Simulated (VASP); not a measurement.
Runs of VASP 6.6.1 on BN (sol2). The structure is that of space group P6_3mc (No. 186), or close to it. The cells are those of the table. 

```tsv
task	cell	gap on the mesh (eV)	pressure (GPa)
single point	a = 2.566, b = 2.566, c = 4.198 Å, angles 90.0, 90.0, 120.0°, 4 atoms	5.03	(a)
relaxation of the atoms	atoms relaxed from a = 2.566, b = 2.566, c = 4.177 Å, angles 90.0, 90.0, 120.0°, 4 atoms	5.05	-4.3
single point	a = 2.566, b = 2.566, c = 4.177 Å, angles 90.0, 90.0, 120.0°, 4 atoms	5.05	-4.3
relaxation of the atoms	atoms relaxed from a = 2.566, b = 2.566, c = 4.304 Å, angles 90.0, 90.0, 120.0°, 4 atoms	5.00	-14.8
relaxation of the atoms	atoms relaxed from a = 2.566, b = 2.566, c = 4.198 Å, angles 90.0, 90.0, 120.0°, 4 atoms	5.03	-6.2
single point	a = 2.566, b = 2.566, c = 4.200 Å, angles 90.0, 90.0, 120.0°, 4 atoms	5.03	-6.3
single point	a = 2.566, b = 2.566, c = 4.304 Å, angles 90.0, 90.0, 120.0°, 4 atoms	5.00	-14.8
```

Alike in all rows: level PBEsol; potentials or basis VASP PAW PBE potentials, release 64 (B, N); no spin polarisation; k mesh 9 × 9 × 6; cutoff (eV) 520; smearing gaussian 0.02 eV.

Estimate the missing entries.

(a) -6.1.

Caveats: the PAW data sets were made with another functional, which shifts forces and pressure a little; the relaxation stopped at its first step, so nothing moved (some runs).

A k mesh can miss the band edges.
